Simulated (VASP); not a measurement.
SnTe3:

```
Sn Te
1.0
     4.84792    0.00000    0.00000
     0.00000    4.84792    0.00000
     0.00000    0.00000    4.84792
Sn Te
1 3
Direct
  0.00000 0.00000 0.00000
  0.00000 0.50000 0.50000
  0.50000 0.00000 0.50000
  0.50000 0.50000 0.00000
```

```yaml
Program: VASP 6.6.1
Task: relaxation of cell and atoms
Functional: PBE
Potentials_or_basis: VASP PAW PBE potentials, release 64 (Sn_d, Te)
Cutoff: 600 eV
k_mesh: 10 × 10 × 10
Occupations: gaussian, width 0.1 eV
Spin: no spin polarisation
```

At the start: pressure 1.1 GPa; volume 28.48 Å³/atom.

Question: Where does the relaxation end?

Answer: Over 3 steps the energy falls by 2.2 meV/atom and the volume is 29.13 Å³/atom (+2.3 %); space group Pm-3m (No. 221, to 0.05 Å).

The path:
| step | energy change (eV) | largest force (eV/Å) | pressure (GPa) | volume (Å³) |
| --- | --- | --- | --- | --- |
| 1 | 0.0000 | 0.0000 | 1.11 | 113.94 |
| 2 | -0.0082 | 0.0000 | -0.26 | 117.21 |
| 3 | -0.0087 | 0.0000 | 0.00 | 116.53 |

Final structure:
```
CELL_PARAMETERS angstrom
4.88440 0.00000 0.00000
0.00000 4.88440 0.00000
0.00000 0.00000 4.88440
ATOMIC_POSITIONS crystal
Sn 0.00000 0.00000 0.00000
Te 0.00000 0.50000 0.50000
Te 0.50000 0.00000 0.50000
Te 0.50000 0.50000 0.00000
```
